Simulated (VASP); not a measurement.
# O (Fmmm) in VASP: notebook

O is run at these levels: LDA; tasks: single point.

Program: VASP 6.6.1. These are calculated values, not measurements. Logs are shortened: lines on timing, memory, paths and dates and some standing lists are left out, and cuts for length are marked.

## Step 1: The cell of the first run

It takes space group Fmmm (No. 69, orthorhombic). Conventional cell: a = 3.168 Å, b = 3.189 Å, c = 6.432 Å, α = 90.00°, β = 90.00°, γ = 90.00°. O (site symmetry mm2) has 1 O at 1.04 Å within 1.4 Å.

## Step 2: Single point, LDA (8.12 Å³/atom)

File INCAR:

```
PREC = Accurate
ENCUT = 520
EDIFF = 1E-6
ISMEAR = 0
SIGMA = 0.15
LREAL = F
LASPH = T
NELM = 100
ALGO = Normal
ISIF = 2
LWAVE = F
LCHARG = F
NBANDS = 13
```

File KPOINTS:

```
regular mesh
0
Gamma
  22 22 22
```

File POSCAR:

```
O
1.0
    0.0000000000      1.5943102466      3.2161040184
    1.5840178132      0.0000000000      3.2161040184
    1.5840178132      1.5943102466      0.0000000000
O
2
Direct
    0.0808467867      0.0808467867      0.9191532133
    0.9191532133      0.9191532133      0.0808467867
```

Potentials or basis: VASP PAW LDA potentials, release 64 (O).

Run with:

```bash
cat potpaw_LDA.64/O/POTCAR > POTCAR
mpirun -np 1 vasp_std > vasp.out
```

OUTCAR:

```text
PREC = Accurate
   ENCUT = 520
   EDIFF = 1E-6
   ISMEAR = 0
   LREAL = F
   LASPH = T
   NELM = 100
   ISIF = 2

 ion  position               nearest neighbor table
   1  0.081  0.081  0.919-   2 1.04
   2  0.919  0.919  0.081-   1 1.04

  LATTYP: Found a face centered orthorhombic cell.
 ALAT       =     3.1680356264
 B/A-ratio  =     1.0064976753
 C/A-ratio  =     2.0303458658

  Lattice vectors:

 A1 = (   0.0000000000,   1.5943102466,   3.2161040184)
 A2 = (   1.5840178132,   0.0000000000,   3.2161040184)
 A3 = (   1.5840178132,   1.5943102466,   0.0000000000)

Analysis of symmetry for initial positions (statically):
=====================================================================
 Subroutine PRICEL returns:
 Original cell was already a primitive cell.

 Routine SETGRP: Setting up the symmetry group for a
 face centered orthorhombic supercell.

 Subroutine GETGRP returns: Found  8 space group operations
 (whereof  8 operations were pure point group operations)
 out of a pool of  8 trial point group operations.

The static configuration has the point symmetry D_2h.

Analysis of symmetry for dynamics (positions and initial velocities):
=====================================================================
 Subroutine PRICEL returns:
 Original cell was already a primitive cell.

 Routine SETGRP: Setting up the symmetry group for a
 face centered orthorhombic supercell.

 Subroutine GETGRP returns: Found  8 space group operations
 (whereof  8 operations were pure point group operations)
 out of a pool of  8 trial point group operations.

The dynamic configuration has the point symmetry D_2h.

 Subroutine INISYM returns: Found  8 space group operations
 (whereof  8 operations are pure point group operations),
 and found     1 'primitive' translations

----------------------------------------------------------------------------------------

                                     Primitive cell

  volume of cell :      16.2440

  direct lattice vectors                    reciprocal lattice vectors
     0.000000000  1.594310247  3.216104018    -0.315653016  0.313615246  0.155467608
     1.584017813  0.000000000  3.216104018     0.315653016 -0.313615246  0.155467608
     1.584017813  1.594310247  0.000000000     0.315653016  0.313615246 -0.155467608

  length of vectors
     3.589589144  3.585029636  2.247429108     0.471340138  0.471340138  0.471340138

  position of ions in fractional coordinates (direct lattice)
     0.080846787  0.080846787  0.919153213
     0.919153213  0.919153213  0.080846787

  ion indices of the primitive-cell ions
   primitive index   ion index
                 1           1
                 2           2

----------------------------------------------------------------------------------------

 KPOINTS: regular mesh

Automatic generation of k-mesh.
 Grid dimensions read from file:
 generate k-points for:   22   22   22

 Generating k-lattice:

  Cartesian coordinates                     Fractional coordinates (reciprocal lattice)
    -0.014347864  0.014255238  0.007066709     0.045454545  0.000000000  0.000000000
     0.014347864 -0.014255238  0.007066709     0.000000000  0.045454545  0.000000000
     0.014347864  0.014255238 -0.007066709     0.000000000  0.000000000  0.045454545

  Length of vectors
     0.021424552  0.021424552  0.021424552

  Shift w.r.t. Gamma in fractional coordinates (k-lattice)
     0.000000000  0.000000000  0.000000000

 Subroutine IBZKPT returns following result:
 ===========================================

 Found   1530 irreducible k-points:

 Following reciprocal coordinates:
            Coordinates               Weight
  0.000000  0.000000  0.000000      1.000000
  0.045455  0.000000  0.000000      8.000000
  0.090909  0.000000  0.000000      8.000000
  0.136364  0.000000  0.000000      8.000000
  0.181818  0.000000 -0.000000      8.000000
  0.227273  0.000000 -0.000000      8.000000
[... 16 lines left out ...]
  0.500000  0.045455 -0.000000      8.000000
 -0.454545  0.045455 -0.000000      8.000000
 [... further k-points ...]
   k-points           NKPTS =   1530   k-points in BZ     NKDIM =   1530   number of bands    NBANDS=     13
   number of dos      NEDOS =    301   number of ions     NIONS =      2
   total plane-waves  NPLWV =  14112
   dimension x,y,z NGX =    28 NGY =   28 NGZ =   18
   dimension x,y,z NGXF=    56 NGYF=   56 NGZF=   36
   ions per type =               2
   NGX,Y,Z   is equivalent  to a cutoff of  12.97, 12.98, 13.31 a.u.
   NGXF,Y,Z  is equivalent  to a cutoff of  25.94, 25.97, 26.63 a.u.
 SYSTEM =  unknown system
   PREC   = accura    normal or accurate (medium, high low for compatibility)
   ISTART =      0    job   : 0-new  1-cont  2-samecut
   ICHARG =      2    charge: 1-file 2-atom 10-const
   ISPIN  =      1    spin polarized calculation?
   LNONCOLLINEAR =      F non collinear calculations
   LSORBIT =      F    spin-orbit coupling
   LASPH  =      T    aspherical Exc in radial PAW
   ENCUT  =  520.0 eV  38.22 Ry    6.18 a.u.   6.67  6.67  4.18*2*pi/ulx,y,z
   NELM   =    100;   NELMIN=  2; NELMDL= -5     # of ELM steps
   EDIFF  = 0.1E-05   stopping-criterion for ELM
   LREAL  =      F    real-space projection
   EDIFFG = 0.1E-04   stopping-criterion for IOM
   NSW    =      0    number of steps for IOM
   IBRION =     -1    ionic relax: 0-MD 1-quasi-New 2-CG
   NFREE  =      0    steps in history (QN), initial steepest desc. (CG)
   ISIF   =      2    stress and relaxation
   ISYM   =      2    0-nonsym 1-usesym 2-fastsym
   POTIM  = 0.5000    time-step for ionic-motion
   TEBEG  =    0.0;   TEEND  =   0.0 temperature during run
   PSTRESS=    0.0 pullay stress
   NELECT =      12.0000    total number of electrons
   NUPDOWN=      -1.0000    fix difference up-down
   EMIN   =  10.00;   EMAX   =-10.00  energy-range for DOS
   EFERMI =   0.00;   METHOD = LEGACY
   ISMEAR =     0;   SIGMA  =   0.15  broadening in eV -4-tet -1-fermi 0-gaus
   EFERMI_NEDOS =   21; number of points for ismear=-14 and -15
   IALGO  =     38    algorithm
   IMIX   =      4    mixing-type and parameters
     AMIX     =   0.40;   BMIX     =  1.00
     AMIX_MAG =   1.60;   BMIX_MAG =  1.00
  volume/ion in A,a.u.               =       8.12        54.81
  Fermi-wavevector in a.u.,A,eV,Ry     =   1.479918  2.796639 29.798890  2.190157
  Thomas-Fermi vector in A             =   2.594016
   LORBIT       =      0    0 simple, 1 ext, 2 COOP (PROOUT), +10 PAW based schemes
   GGA     = CA    functional components
   LHFCALC =     F    Hartree Fock is set to
   AEXX    =    0.0000 exact exchange contribution
   IVDW    =     0    specifies the selected vdW correction
   LEPSILON=     F    determine dielectric tensor
   LRPA    =     F    only Hartree local field effects (RPA)
 non-spin polarized calculation
 Gauss-broadening in eV      SIGMA  =   0.15
  energy-cutoff  :      520.00
  volume of cell :       16.24
 maximum number of plane-waves:       450
   NGX = 13   NGY = 13   NGZ =  9

 number of electron      12.0000003 magnetization

 Free energy of the ion-electron system (eV)
  ---------------------------------------------------
  ext. energy  EPLUGINS =         0.00000000
  ---------------------------------------------------
  free energy    TOTEN  =        -9.02361391 eV

  energy without entropy =       -9.01612306  energy(sigma->0) =       -9.01986848

 E-fermi :   4.3577     XC(G=0): -11.8232

 val. band max:        4.3566651734   @ k =  -0.0909   0.3182   0.2727
 cond. band min:       4.3579850659   @ k =   0.4545   0.2273  -0.0000
 fundamental gap:      0.0013198925
 Fermi energy:         4.3576914502

 k-point     1 :       0.0000    0.0000    0.0000
  band No.  band energies     occupation
      1     -29.5976      2.00000
      2     -10.1118      2.00000
      3      -7.8106      2.00000
      4      -4.3136      2.00000
      5      -4.2947      2.00000
      6       5.9861      0.00000
      7       6.0070      0.00000
      8      14.5323      0.00000
      9      18.1808      0.00000
     10      19.8078      0.00000
     11      23.1846      0.00000
     12      27.4682      0.00000
     13      29.8833      0.00000

 k-point     2 :       0.0455    0.0000    0.0000
  band No.  band energies     occupation
      1     -29.5808      2.00000
      2     -10.1127      2.00000
      3      -7.7853      2.00000
      4      -4.3811      2.00000
      5      -4.2943      2.00000
      6       5.8919      0.00000
      7       6.0104      0.00000
      8      14.6217      0.00000
      9      18.1635      0.00000
     10      19.8574      0.00000
     11      23.2633      0.00000
     12      27.5131      0.00000
     13      29.8106      0.00000

 k-point     3 :       0.0909    0.0000    0.0000
  band No.  band energies     occupation
      1     -29.5318      2.00000
      2     -10.1122      2.00000
      3      -7.7223      2.00000
      4      -4.5882      2.00000
      5      -4.2692      2.00000
      6       5.5946      0.00000
      7       6.0473      0.00000
      8      14.8738      0.00000
      9      18.1197      0.00000
     10      20.0010      0.00000
     11      23.4848      0.00000
     12      27.6322      0.00000
     13      29.6142      0.00000
[... 305 lines left out ...]
 k-point    23 :       0.5000    0.0455   -0.0000
  band No.  band energies     occupation
      1     -28.7135      2.00000
      2      -9.8836      2.00000
      3      -9.0145      2.00000
      4      -4.9462      2.00000
      5      -3.8607      2.00000
      6       1.8623      2.00000
      7       6.6485      0.00000
      8      16.4798      0.00000
      9      20.7384      0.00000
     10      21.4912      0.00000
     11      22.6874      0.00000
     12      24.7656      0.00000
     13      31.1346      0.00000

 k-point    24 :      -0.4545    0.0455   -0.0000
  band No.  band energies     occupation
      1     -28.6948      2.00000
      2      -9.8568      2.00000
      3      -9.0450      2.00000
      4      -4.9625      2.00000
      5      -3.8482      2.00000
      6       1.7555      2.00000
      7       6.6533      0.00000
      8      16.5741      0.00000
      9      20.9816      0.00000
     10      21.7733      0.00000
     11      22.2051      0.00000
     12      24.6425      0.00000
     13      31.0364      0.00000

 [... further k-points ...]

------------------------ aborting loop because EDIFF is reached ----------------------------------------

  FORCE on cell =-STRESS in cart. coord.  units (eV):
  Direction    XX          YY          ZZ          XY          YZ          ZX
  --------------------------------------------------------------------------------------
  -------------------------------------------------------------------------------------
  Total        0.3859821      0.3742355     29.5873018      0.0000000      0.0000000      0.0000000
  in kB       38.0701690     36.9115781   2918.2531565      0.0000000      0.0000000      0.0000000
  external PRESSURE =     997.7449679 kB  Pullay stress =       0.0000000 kB

 VOLUME and BASIS-vectors are now :
 -----------------------------------------------------------------------------
  energy-cutoff  :      520.00
  volume of cell :       16.24
      direct lattice vectors                 reciprocal lattice vectors
     0.000000000  1.594310247  3.216104018    -0.315653016  0.313615246  0.155467608
     1.584017813  0.000000000  3.216104018     0.315653016 -0.313615246  0.155467608
     1.584017813  1.594310247  0.000000000     0.315653016  0.313615246 -0.155467608

 POSITION                                       TOTAL-FORCE (eV/Angst)
 -----------------------------------------------------------------------------------
      1.58402      1.59431      0.52002         0.000000      0.000000     27.550132
      1.58402      1.59431      5.91218         0.000000      0.000000    -27.550132
 -----------------------------------------------------------------------------------
    total drift:                               -0.000000     -0.000000     -0.000000

  FREE ENERGIE OF THE ION-ELECTRON SYSTEM (eV)
  ---------------------------------------------------
  free  energy   TOTEN  =        -9.0236139051 eV

  energy  without entropy=       -9.0161230644  energy(sigma->0) =       -9.01986848
```

It took 2.1 min on 1 thread of Intel Xeon 6975P-C (Granite Rapids), shared host; peak memory 0.32 GiB.

What came out:

* Free energy: -9.0236 eV
* Pressure: 99.8 GPa
* Largest force: 27.550 eV/Å
* Band gap on the k mesh: zero (bands 6 and 7 overlap by 3.52 eV)

Forces on the atoms (eV/Å):
```
O     0.000   0.000  27.550
O     0.000   0.000 -27.550
```

Stress tensor (GPa, compression positive):
```
  3.81   0.00   0.00
  0.00   3.69   0.00
  0.00   0.00 291.83
```

Caveat: the standard files for N, O and F lose accuracy on very short bonds; spin is off for a triplet molecule; the cell stands under pressure; forces of over 1 eV/Å act on the atoms, so gaps and moduli don't describe the material at rest.

## Step 3: Single point, LDA (8.12 Å³/atom)

File INCAR:

```
SYSTEM = O
PREC = Accurate ; ENCUT = 520
EDIFF = 1E-7 ; ISMEAR = 0
SIGMA = 0.15 ; LREAL = .FALSE.
LASPH = .TRUE. ; NELM = 80
ALGO = Normal ; ISIF = 2
LWAVE = .FALSE. ; LCHARG = .FALSE.
NBANDS = 13
```

File KPOINTS:

```
regular mesh
0
G
  22 22 22
  0 0 0
```

File POSCAR:

```
O
1.0
    0.0000000000      1.5111207759      3.5799536853
    1.5013653911      0.0000000000      3.5799536853
    1.5013653911      1.5111207759      0.0000000000
O
2
Direct
    0.0808467867      0.0808467867      0.9191532133
    0.9191532133      0.9191532133      0.0808467867
```

Potentials or basis: VASP PAW LDA potentials, release 64 (O).

Run with:

```bash
cat potpaw_LDA.64/O/POTCAR > POTCAR
mpirun -np 1 vasp_std > vasp.out
```

Wall time 2.5 min (1 thread of Intel Xeon 6975P-C (Granite Rapids), shared host); peak memory 0.33 GiB.

Results (log left out):

```yaml
Free_energy: -10.7144 eV
Pressure: 38.5 GPa
Largest_force: 5.565 eV/Å
Band_gap_on_the_k_mesh: zero (bands 6 and 7 overlap by 4.22 eV)
```

Forces on the atoms (eV/Å):
```
O    0.000  0.000  5.565
O    0.000  0.000 -5.565
```

Stress tensor (GPa, compression positive):
```
25.27  0.00  0.00
 0.00 25.40  0.00
 0.00  0.00 64.85
```

Levels at points of the mesh, in eV from the Fermi level:
| k point | band 2 | band 3 | band 4 | band 5 | band 6 | band 7 | band 8 | band 9 | band 10 | band 11 |
| --- | --- | --- | --- | --- | --- | --- | --- | --- | --- | --- |
| (0.00, 0.00, 0.00) | -15.33 | -10.61 | -5.15 | -5.12 | 2.20 | 2.22 | 12.08 | 12.58 | 12.77 | 21.54 |
| (0.50, 0.00, 0.00) | -13.69 | -12.01 | -7.85 | -4.44 | -3.34 | 2.86 | 10.61 | 16.73 | 16.93 | 20.39 |
| (0.50, 0.50, 0.00) | -16.55 | -8.43 | -5.22 | -5.19 | 2.38 | 2.40 | 6.90 | 12.23 | 16.28 | 20.79 |
| (0.50, 0.00, 0.50) | -11.68 | -10.36 | -10.12 | -6.35 | -2.12 | -1.59 | 10.36 | 12.47 | 18.64 | 18.92 |
| (0.00, 0.50, 0.50) | -11.69 | -10.30 | -10.19 | -6.33 | -2.18 | -1.54 | 10.35 | 12.44 | 18.63 | 19.11 |

Caveat: the standard files for N, O and F lose accuracy on very short bonds; spin is off for a triplet molecule; the cell stands under pressure; forces of over 1 eV/Å act on the atoms, so gaps and moduli don't describe the material at rest.

## Step 4: Single point, LDA (8.12 Å³/atom)

File INCAR:

```
SYSTEM = O
  PREC = Accurate
  ENCUT = 520
  EDIFF = 1E-6
  ISMEAR = 0
  SIGMA = 0.15
  LREAL = .FALSE.
  LASPH = .TRUE.
  NELM = 80
  ALGO = Normal
  ISIF = 2
  LWAVE = .FALSE.
  LCHARG = .TRUE.
  LELF = .TRUE.
  LVHAR = .TRUE.
  NBANDS = 13
```

File KPOINTS:

```
Automatic mesh
0
G
  22 22 22
  0 0 0
```

File POSCAR:

```
O
1.0
    0.0000000000      1.4910071588      3.6771919780
    1.4813816220      0.0000000000      3.6771919780
    1.4813816220      1.4910071588      0.0000000000
O
2
Direct
    0.0808467867      0.0808467867      0.9191532133
    0.9191532133      0.9191532133      0.0808467867
```

Run with:

```bash
cat potpaw_LDA.64/O/POTCAR > POTCAR
mpirun -np 1 vasp_std > vasp.out
```

It took 2.4 min on 1 thread of Intel Xeon 6975P-C (Granite Rapids), shared host; peak memory 0.33 GiB.

The run converged. Its results:

```
Free energy            : -10.7568 eV
Pressure               : 30.3 GPa
Largest force          : 2.128 eV/Å
Band gap on the k mesh : zero (bands 6 and 7 overlap by 4.45 eV)
```

Forces in eV/Å, atoms in the order of the input:
```
O    0.000  0.000  2.128
O    0.000  0.000 -2.128
```

Stress tensor (GPa, compression positive):
```
32.78  0.00  0.00
 0.00 32.98  0.00
 0.00  0.00 25.13
```

Levels at points of the mesh, in eV from the Fermi level:
| k point | band 2 | band 3 | band 4 | band 5 | band 6 | band 7 | band 8 | band 9 | band 10 | band 11 |
| --- | --- | --- | --- | --- | --- | --- | --- | --- | --- | --- |
| (0.00, 0.00, 0.00) | -15.61 | -10.29 | -4.34 | -4.31 | 2.35 | 2.37 | 10.91 | 12.34 | 13.40 | 22.07 |
| (0.50, 0.00, 0.00) | -13.69 | -11.68 | -7.53 | -3.56 | -3.56 | 3.03 | 9.88 | 16.39 | 16.88 | 20.90 |
| (0.50, 0.50, 0.00) | -16.65 | -8.28 | -4.39 | -4.37 | 2.49 | 2.51 | 6.09 | 13.02 | 15.88 | 21.60 |
| (0.50, 0.00, 0.50) | -11.55 | -9.87 | -9.65 | -5.98 | -2.18 | -1.76 | 10.72 | 11.58 | 18.58 | 19.27 |
| (0.00, 0.50, 0.50) | -11.56 | -9.80 | -9.71 | -5.96 | -2.24 | -1.70 | 10.71 | 11.56 | 18.57 | 19.46 |

Caveat: the standard files for N, O and F lose accuracy on very short bonds; spin is off for a triplet molecule; the cell stands under pressure; forces of over 1 eV/Å act on the atoms, so gaps and moduli don't describe the material at rest.

## Step 5: Single point, LDA (8.12 Å³/atom)

File INCAR:

```
SYSTEM = O
ALGO = Normal ; EDIFF = 1E-7
ENCUT = 520 ; ISIF = 2
ISMEAR = 0 ; LASPH = .TRUE.
LCHARG = .FALSE. ; LREAL = .FALSE.
LWAVE = .FALSE. ; NBANDS = 13
NELM = 60 ; PREC = Accurate
SIGMA = 0.15
```

File KPOINTS:

```
k-points
0
G
  22 22 22
  0 0 0
```

File POSCAR:

```
O
1.0
    0.0000000000      1.5314967744      3.4853274635
    1.5216098476      0.0000000000      3.4853274635
    1.5216098476      1.5314967744      0.0000000000
O
2
Direct
    0.0808467867      0.0808467867      0.9191532133
    0.9191532133      0.9191532133      0.0808467867
```

Run with:

```bash
cat potpaw_LDA.64/O/POTCAR > POTCAR
mpirun -np 1 vasp_std > vasp.out
```

Wall time 1.9 min (1 thread of Intel Xeon 6975P-C (Granite Rapids), shared host); peak memory 0.33 GiB.

The run converged. Its results:

```
Free energy            : -10.5363 eV
Pressure               : 49.5 GPa
Largest force          : 9.725 eV/Å
Band gap on the k mesh : zero (bands 6 and 7 overlap by 4.02 eV)
```

Forces on the atoms (eV/Å):
```
O    0.000  0.000  9.725
O    0.000  0.000 -9.725
```

Stress tensor (GPa, compression positive):
```
 18.70   0.00   0.00
  0.00  18.77   0.00
  0.00   0.00 110.90
```

Levels at points of the mesh, in eV from the Fermi level:
| k point | band 4 | band 5 | band 6 | band 7 | band 8 | band 9 |
| --- | --- | --- | --- | --- | --- | --- |
| (0.00, 0.00, 0.00) | -5.99 | -5.97 | 2.06 | 2.08 | 12.00 | 12.98 |
| (0.50, 0.00, 0.00) | -8.19 | -5.34 | -3.13 | 2.71 | 11.25 | 16.96 |
| (0.50, 0.50, 0.00) | -6.08 | -6.05 | 2.28 | 2.30 | 7.72 | 11.46 |
| (0.50, 0.00, 0.50) | -10.63 | -6.73 | -2.08 | -1.42 | 9.99 | 13.33 |
| (0.00, 0.50, 0.50) | -10.69 | -6.71 | -2.14 | -1.37 | 9.98 | 13.29 |

Caveat: the standard files for N, O and F lose accuracy on very short bonds; spin is off for a triplet molecule; the cell stands under pressure; forces of over 1 eV/Å act on the atoms, so gaps and moduli don't describe the material at rest.

## Step 6: The runs side by side

| cell | gap on the mesh (eV) | pressure (GPa) | largest force (eV/Å) |
| --- | --- | --- | --- |
| a = 3.590, b = 3.585, c = 2.247 Å, angles 71.9, 71.6, 36.5°, 2 atoms | none | 99.8 | 27.55 |
| a = 3.886, b = 3.882, c = 2.130 Å, angles 74.2, 74.0, 31.8°, 2 atoms | none | 38.5 | 5.57 |
| a = 3.968, b = 3.964, c = 2.102 Å, angles 74.7, 74.5, 30.7°, 2 atoms | none | 30.3 | 2.13 |
| a = 3.807, b = 3.803, c = 2.159 Å, angles 73.6, 73.4, 33.0°, 2 atoms | none | 49.5 | 9.72 |

Alike in all rows: task single point; level LDA; potentials or basis VASP PAW LDA potentials, release 64 (O); no spin polarisation; k mesh 22 × 22 × 22; cutoff (eV) 520; smearing gaussian 0.15 eV.

Caveats: the standard files for N, O and F lose accuracy on very short bonds; spin is off for a triplet molecule; the cell stands under pressure; forces of over 1 eV/Å act on the atoms, so gaps and moduli don't describe the material at rest.

Absolute energies hang on the potentials; compare differences alone.
